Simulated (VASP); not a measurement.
Wanted: the native input for a VASP 6.6.1 run.

```
Task                   : single point
Functional             : r2SCAN
Potentials or basis    : VASP PAW PBE potentials, release 64 (Fe)
Cutoff                 : 520 eV
k mesh                 : 17 × 17 × 17
Occupations            : fermi-dirac, width 0.1 eV
Spin                   : no spin polarisation
Dipole correction      : no
Further INCAR settings : ALGO = Normal; EDIFF = 1e-07; NBANDS = 10
```

The system is Fe.

```xyz
1
Lattice="-1.3979 1.3979 1.3979 1.3979 -1.3979 1.3979 1.3979 1.3979 -1.3979" Properties=species:S:1:pos:R:3 pbc="T T T"
Fe    0.0000    0.0000    0.0000
```

The input as run:

POSCAR

```
Fe
1.0
   -1.3979000176      1.3979000176      1.3979000176
    1.3979000176     -1.3979000176      1.3979000176
    1.3979000176      1.3979000176     -1.3979000176
Fe
1
Direct
    0.0000000000      0.0000000000      0.0000000000
```

INCAR.step1

```
ALGO     = Normal         # electronic algorithm
EDIFF    = 1E-4           # SCF threshold, eV
ENCUT    = 520            # plane-wave cutoff, eV
GGA      = PE             # functional
ISMEAR   = -1             # smearing method
LASPH    = True           # aspherical terms in the spheres
LCHARG   = False          # write CHGCAR
LREAL    = False          # projectors in reciprocal space
LWAVE    = True           # write WAVECAR
NBANDS   = 10             # bands
NELM     = 80             # most SCF steps
PREC     = Accurate       # precision mode
SIGMA    = 0.1            # smearing width, eV
```

INCAR.step2

```
ALGO     = Normal         # electronic algorithm
EDIFF    = 1E-7           # SCF threshold, eV
ENCUT    = 520            # plane-wave cutoff, eV
ISIF     = 2              # what is computed and relaxed
ISMEAR   = -1             # smearing method
ISTART   = 1            
LASPH    = True           # aspherical terms in the spheres
LCHARG   = False          # write CHGCAR
LMIXTAU  = True         
LREAL    = False          # projectors in reciprocal space
LWAVE    = False          # write WAVECAR
METAGGA  = R2SCAN         # meta-GGA
NBANDS   = 10             # bands
NELM     = 80             # most SCF steps
PREC     = Accurate       # precision mode
SIGMA    = 0.1            # smearing width, eV
```

KPOINTS

```
k-points
0
Gamma
  17 17 17
```

Potentials or basis: VASP PAW PBE potentials, release 64 (Fe).

Command:

```sh
$ cat potpaw_PBE.64/Fe/POTCAR > POTCAR
$ cp INCAR.step1 INCAR
$ mpirun -np 1 vasp_std > vasp.out
$ cp INCAR.step2 INCAR
$ mpirun -np 1 vasp_std > vasp.out
```

It gave:

The pressure is -17.2 GPa. The band gap on the k mesh is zero (band 4 reaches 7.01 eV, above the bottom of band 5 at 5.08 eV).

Caveat: the PAW data sets were made with another functional, which shifts forces and pressure a little; the run has no spin polarisation, though such a crystal can be magnetic.

It took 2.1 min on 1 thread of AMD EPYC 7R13 (shared host), peak memory 0.1 GiB.
